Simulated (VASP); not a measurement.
# Fe (Im-3m) in VASP: a series of runs

Runs on Fe. Level: PBE. Tasks: single point.

Everything below comes from runs of VASP 6.6.1. Logs are shortened: lines on timing, memory, paths and dates and some standing lists are left out, and cuts for length are marked.

## 1. The cell of the first run

Symmetry: Im-3m, No. 229, cubic system. Conventional cell: a = 2.831 Å, b = 2.831 Å, c = 2.831 Å, α = 90.00°, β = 90.00°, γ = 90.00°. Within 3.2 Å of Fe (site symmetry m-3m) lie 14 Fe at 2.45 to 2.83 Å.

## 2. Single point, PBE

Contents of INCAR:

```
ALGO = Normal
EDIFF = 1E-6
ENCUT = 520
GGA = PE
ISIF = 2
ISMEAR = 0
LASPH = True
LCHARG = True
LELF = True
LREAL = False
LVHAR = True
LWAVE = False
NBANDS = 10
NELM = 80
PREC = Accurate
SIGMA = 0.05
```

Contents of KPOINTS:

```
k-points
0
Gamma
  22 22 22
```

Contents of POSCAR:

```
Fe
1.0
   -1.4155932727      1.4155932727      1.4155932727
    1.4155932727     -1.4155932727      1.4155932727
    1.4155932727      1.4155932727     -1.4155932727
Fe
1
Direct
    0.0000000000      0.0000000000      0.0000000000
```

Potentials or basis: VASP PAW PBE potentials, release 64 (Fe).

Started as:

```console
$ cat potpaw_PBE.64/Fe/POTCAR > POTCAR
$ mpirun -np 1 vasp_std > vasp.out
```

OUTCAR:

```text
EDIFF = 1E-6
   ENCUT = 520
   GGA = PE
   ISIF = 2
   ISMEAR = 0
   LASPH = True
   LREAL = False
   NELM = 80
   PREC = Accurate

 ion  position               nearest neighbor table
   1  0.000  0.000  0.000-

  LATTYP: Found a body centered cubic cell.
 ALAT       =     2.8311865454

  Lattice vectors:

 A1 = (  -1.4155932727,   1.4155932727,   1.4155932727)
 A2 = (   1.4155932727,  -1.4155932727,   1.4155932727)
 A3 = (   1.4155932727,   1.4155932727,  -1.4155932727)

Analysis of symmetry for initial positions (statically):
=====================================================================
 Subroutine PRICEL returns:
 Original cell was already a primitive cell.

 Routine SETGRP: Setting up the symmetry group for a
 body centered cubic supercell.

 Subroutine GETGRP returns: Found 48 space group operations
 (whereof 48 operations were pure point group operations)
 out of a pool of 48 trial point group operations.

The static configuration has the point symmetry O_h .

Analysis of symmetry for dynamics (positions and initial velocities):
=====================================================================
 Subroutine PRICEL returns:
 Original cell was already a primitive cell.

 Routine SETGRP: Setting up the symmetry group for a
 body centered cubic supercell.

 Subroutine GETGRP returns: Found 48 space group operations
 (whereof 48 operations were pure point group operations)
 out of a pool of 48 trial point group operations.

The dynamic configuration has the point symmetry O_h .

 Subroutine INISYM returns: Found 48 space group operations
 (whereof 48 operations are pure point group operations),
 and found     1 'primitive' translations

----------------------------------------------------------------------------------------

                                     Primitive cell

  volume of cell :      11.3469

  direct lattice vectors                    reciprocal lattice vectors
    -1.415593273  1.415593273  1.415593273     0.000000000  0.353208799  0.353208799
     1.415593273 -1.415593273  1.415593273     0.353208799  0.000000000  0.353208799
     1.415593273  1.415593273 -1.415593273     0.353208799  0.353208799  0.000000000

  length of vectors
     2.451879471  2.451879471  2.451879471     0.499512674  0.499512674  0.499512674

  position of ions in fractional coordinates (direct lattice)
     0.000000000  0.000000000  0.000000000

  ion indices of the primitive-cell ions
   primitive index   ion index
                 1           1

----------------------------------------------------------------------------------------

 KPOINTS: k-points

Automatic generation of k-mesh.
 Grid dimensions read from file:
 generate k-points for:   22   22   22

 Generating k-lattice:

  Cartesian coordinates                     Fractional coordinates (reciprocal lattice)
     0.000000000  0.016054945  0.016054945     0.045454545  0.000000000  0.000000000
     0.016054945  0.000000000  0.016054945     0.000000000  0.045454545  0.000000000
     0.016054945  0.016054945  0.000000000     0.000000000  0.000000000  0.045454545

  Length of vectors
     0.022705122  0.022705122  0.022705122

  Shift w.r.t. Gamma in fractional coordinates (k-lattice)
     0.000000000  0.000000000  0.000000000

 Subroutine IBZKPT returns following result:
 ===========================================

 Found    328 irreducible k-points:

 Following reciprocal coordinates:
            Coordinates               Weight
  0.000000  0.000000  0.000000      1.000000
  0.045455  0.000000  0.000000     12.000000
  0.090909  0.000000  0.000000     12.000000
  0.136364  0.000000  0.000000     12.000000
  0.181818  0.000000  0.000000     12.000000
  0.227273  0.000000  0.000000     12.000000
[... 16 lines left out ...]
  0.090909  0.090909  0.000000     24.000000
  0.136364  0.090909  0.000000     48.000000
 [... further k-points ...]
   k-points           NKPTS =    328   k-points in BZ     NKDIM =    328   number of bands    NBANDS=     10
   number of dos      NEDOS =    301   number of ions     NIONS =      1
   total plane-waves  NPLWV =   5832
   dimension x,y,z NGX =    18 NGY =   18 NGZ =   18
   dimension x,y,z NGXF=    36 NGYF=   36 NGZF=   36
   ions per type =               1
   NGX,Y,Z   is equivalent  to a cutoff of  12.20, 12.20, 12.20 a.u.
   NGXF,Y,Z  is equivalent  to a cutoff of  24.41, 24.41, 24.41 a.u.
 SYSTEM =  unknown system
   PREC   = accura    normal or accurate (medium, high low for compatibility)
   ISTART =      0    job   : 0-new  1-cont  2-samecut
   ICHARG =      2    charge: 1-file 2-atom 10-const
   ISPIN  =      1    spin polarized calculation?
   LNONCOLLINEAR =      F non collinear calculations
   LSORBIT =      F    spin-orbit coupling
   LASPH  =      T    aspherical Exc in radial PAW
   ENCUT  =  520.0 eV  38.22 Ry    6.18 a.u.   4.56  4.56  4.56*2*pi/ulx,y,z
   NELM   =     80;   NELMIN=  2; NELMDL= -5     # of ELM steps
   EDIFF  = 0.1E-05   stopping-criterion for ELM
   LREAL  =      F    real-space projection
   EDIFFG = 0.1E-04   stopping-criterion for IOM
   NSW    =      0    number of steps for IOM
   IBRION =     -1    ionic relax: 0-MD 1-quasi-New 2-CG
   NFREE  =      0    steps in history (QN), initial steepest desc. (CG)
   ISIF   =      2    stress and relaxation
   ISYM   =      2    0-nonsym 1-usesym 2-fastsym
   POTIM  = 0.5000    time-step for ionic-motion
   TEBEG  =    0.0;   TEEND  =   0.0 temperature during run
   PSTRESS=    0.0 pullay stress
   NELECT =       8.0000    total number of electrons
   NUPDOWN=      -1.0000    fix difference up-down
   EMIN   =  10.00;   EMAX   =-10.00  energy-range for DOS
   EFERMI =   0.00;   METHOD = LEGACY
   ISMEAR =     0;   SIGMA  =   0.05  broadening in eV -4-tet -1-fermi 0-gaus
   EFERMI_NEDOS =   21; number of points for ismear=-14 and -15
   IALGO  =     38    algorithm
   IMIX   =      4    mixing-type and parameters
     AMIX     =   0.40;   BMIX     =  1.00
     AMIX_MAG =   1.60;   BMIX_MAG =  1.00
  volume/ion in A,a.u.               =      11.35        76.57
  Fermi-wavevector in a.u.,A,eV,Ry     =   1.457068  2.753458 28.885791  2.123046
  Thomas-Fermi vector in A             =   2.573912
   LORBIT       =      0    0 simple, 1 ext, 2 COOP (PROOUT), +10 PAW based schemes
   GGA     = PE    functional components
   LHFCALC =     F    Hartree Fock is set to
   AEXX    =    0.0000 exact exchange contribution
   IVDW    =     0    specifies the selected vdW correction
   LEPSILON=     F    determine dielectric tensor
   LRPA    =     F    only Hartree local field effects (RPA)
 non-spin polarized calculation
 Gauss-broadening in eV      SIGMA  =   0.05
  energy-cutoff  :      520.00
  volume of cell :       11.35
 maximum number of plane-waves:       321
   NGX =  9   NGY =  9   NGZ =  9

 number of electron       8.0000009 magnetization

 Free energy of the ion-electron system (eV)
  ---------------------------------------------------
  ext. energy  EPLUGINS =         0.00000000
  ---------------------------------------------------
  free energy    TOTEN  =        -7.71287429 eV

  energy without entropy =       -7.70830323  energy(sigma->0) =       -7.71058876

 E-fermi :   5.8886     XC(G=0): -13.1693

 val. band max:        5.8862159890   @ k =   0.1364   0.0455  -0.0000
 cond. band min:       5.8903638225   @ k =   0.1818   0.0455   0.0455
 fundamental gap:      0.0041478334
 Fermi energy:         5.8886216610

 k-point     1 :       0.0000    0.0000    0.0000
  band No.  band energies     occupation
      1      -2.5411      2.00000
      2       4.2826      2.00000
      3       4.2826      2.00000
      4       4.2826      2.00000
      5       5.8437      1.79576
      6       5.8437      1.79574
      7      30.7586      0.00000
      8      30.7586      0.00000
      9      30.7586      0.00000
     10      36.0057      0.00000

 k-point     2 :       0.0455    0.0000    0.0000
  band No.  band energies     occupation
      1      -2.4550      2.00000
      2       4.2573      2.00000
      3       4.2801      2.00000
      4       4.3303      2.00000
      5       5.8169      1.95751
      6       5.8457      1.77516
      7      30.2001      0.00000
      8      30.6469      0.00000
      9      30.7082      0.00000
     10      35.6340      0.00000

 k-point     3 :       0.0909    0.0000    0.0000
  band No.  band energies     occupation
      1      -2.2000      2.00000
      2       4.1840      2.00000
      3       4.2680      2.00000
      4       4.4711      2.00000
      5       5.7472      1.99994
      6       5.8520      1.69941
      7      28.8257      0.00000
      8      30.2537      0.00000
      9      30.5735      0.00000
     10      35.1701      0.00000

 k-point     4 :       0.1364    0.0000    0.0000
  band No.  band energies     occupation
      1      -1.7862      2.00000
      2       4.0698      2.00000
      3       4.2348      2.00000
      4       4.6981      2.00000
      5       5.6640      2.00000
      6       5.8636      1.52131
      7      27.0267      0.00000
      8      29.5336      0.00000
      9      30.3917      0.00000
     10      33.9156      0.00000
[... 222 lines left out ...]
 k-point    22 :       0.4545    0.0455   -0.0000
  band No.  band energies     occupation
      1       1.4848      2.00000
      2       3.1401      2.00000
      3       5.6930      2.00000
      4       5.8219      1.94103
      5       6.3738      0.00000
      6       7.3975      0.00000
      7      13.8374      0.00000
      8      23.9137      0.00000
      9      25.9554      0.00000
     10      29.9389      0.00000

 k-point    23 :       0.0909    0.0909    0.0000
  band No.  band energies     occupation
      1      -1.5436      2.00000
      2       4.0588      2.00000
      3       4.1292      2.00000
      4       4.8629      2.00000
      5       5.6002      2.00000
      6       5.8947      0.86311
      7      26.6906      0.00000
      8      27.8735      0.00000
      9      31.1143      0.00000
     10      32.2886      0.00000

 k-point    24 :       0.1364    0.0909    0.0000
  band No.  band energies     occupation
      1      -1.0012      2.00000
      2       3.9296      2.00000
      3       4.0396      2.00000
      4       5.1809      2.00000
      5       5.5340      2.00000
      6       5.9320      0.21961
      7      25.0151      0.00000
      8      26.6964      0.00000
      9      30.7859      0.00000
     10      31.2517      0.00000

 [... further k-points ...]

------------------------ aborting loop because EDIFF is reached ----------------------------------------

  FORCE on cell =-STRESS in cart. coord.  units (eV):
  Direction    XX          YY          ZZ          XY          YZ          ZX
  --------------------------------------------------------------------------------------
  -------------------------------------------------------------------------------------
  Total       -1.2728534     -1.2728534     -1.2728534      0.0000000      0.0000000     -0.0000000
  in kB     -179.7270697   -179.7270697   -179.7270697      0.0000000      0.0000000     -0.0000000
  external PRESSURE =    -179.7270697 kB  Pullay stress =       0.0000000 kB

 VOLUME and BASIS-vectors are now :
 -----------------------------------------------------------------------------
  energy-cutoff  :      520.00
  volume of cell :       11.35
      direct lattice vectors                 reciprocal lattice vectors
    -1.415593273  1.415593273  1.415593273     0.000000000  0.353208799  0.353208799
     1.415593273 -1.415593273  1.415593273     0.353208799  0.000000000  0.353208799
     1.415593273  1.415593273 -1.415593273     0.353208799  0.353208799  0.000000000

 POSITION                                       TOTAL-FORCE (eV/Angst)
 -----------------------------------------------------------------------------------
      0.00000      0.00000      0.00000        -0.000000     -0.000000      0.000000
 -----------------------------------------------------------------------------------
    total drift:                                0.000000      0.000000      0.000000

  FREE ENERGIE OF THE ION-ELECTRON SYSTEM (eV)
  ---------------------------------------------------
  free  energy   TOTEN  =        -7.7128742856 eV

  energy  without entropy=       -7.7083032251  energy(sigma->0) =       -7.71058876
```

Run time: 23 s. Hardware: 1 thread of Intel Xeon Platinum 8259CL at 2.50GHz (Skylake/Cascade Lake), shared host; peak memory 0.15 GiB.

What came out:

- Free energy: -7.7129 eV
- Pressure: -18.0 GPa
- Band gap on the k mesh: zero (bands 4 and 5 overlap by 1.87 eV)

Levels at points of the mesh, in eV from the Fermi level:
```tsv
k point	band 1	band 2	band 3	band 4	band 5	band 6	band 7	band 8	band 9
(0.00, 0.00, 0.00)	-8.43	-1.61	-1.61	-1.61	-0.04	-0.04	24.87	24.87	24.87
(0.50, 0.00, 0.00)	-4.44	-2.76	-0.07	0.17	0.50	1.19	7.82	18.33	20.43
(0.50, 0.50, 0.50)	-4.15	-4.15	0.91	0.91	0.91	10.00	10.00	10.00	15.97
```

Caveat: the cell stands under tension; the run has no spin polarisation, though such a crystal can be magnetic. Spin polarisation is off, so any magnetic state and its effect on volume and gap are missing.

## 3. Single point, PBE, collinear spin, ferromagnetic start (11.35 Å³/atom)

Contents of INCAR:

```
PREC = Accurate
ENCUT = 520
EDIFF = 1E-7
ISMEAR = 0
SIGMA = 0.05
LREAL = False
LASPH = True
NELM = 150
ALGO = Normal
ISIF = 2
LWAVE = False
LCHARG = True
ISPIN = 2
MAGMOM = 2.41
LORBIT = 11
LMAXMIX = 4
GGA = PE
LELF = True
LVHAR = True
NBANDS = 14
```

Contents of KPOINTS:

```
regular mesh
0
Gamma
  22 22 22
```

POSCAR is that of step 2.

Potentials or basis: VASP PAW PBE potentials, release 64 (Fe).

Started as:

```console
$ cat potpaw_PBE.64/Fe/POTCAR > POTCAR
$ mpirun -np 1 vasp_std > vasp.out
```

Run time: 78 s. Hardware: 1 thread of Intel Xeon Platinum 8259CL at 2.50GHz (Skylake/Cascade Lake), shared host; peak memory 0.19 GiB.

The run converged. Its results:

| Item | Value |
| --- | --- |
| Free energy | -8.2433 eV |
| Pressure | -0.3 GPa |
| Net moment | 2.18 μB per cell |
| Site moments | Fe +2.17 μB |
| Valence electrons inside the program's atomic spheres | Fe 7.27 |

Levels at points of the mesh, in eV from the Fermi level:
Spin up:
```tsv
k point	band 1	band 2	band 3	band 4	band 5	band 6	band 7	band 8	band 9	band 10
(0.00, 0.00, 0.00)	-8.43	-2.28	-2.28	-2.28	-1.08	-1.08	25.05	25.05	25.05	30.14
(0.50, 0.00, 0.00)	-4.91	-3.37	-1.01	-0.89	0.41	0.53	7.38	18.39	20.26	23.53
(0.50, 0.50, 0.50)	-4.84	-4.84	0.14	0.14	0.14	9.96	9.96	9.96	15.67	15.67
```
Spin down:
```tsv
k point	band 1	band 2	band 3	band 4	band 5	band 6	band 7	band 8
(0.00, 0.00, 0.00)	-8.25	-0.40	-0.40	-0.40	1.67	1.67	24.80	24.80
(0.50, 0.00, 0.00)	-3.64	-1.68	0.65	1.52	1.92	2.60	8.74	18.45
(0.50, 0.50, 0.50)	-3.02	-3.02	2.30	2.30	2.30	10.23	10.23	10.23
```
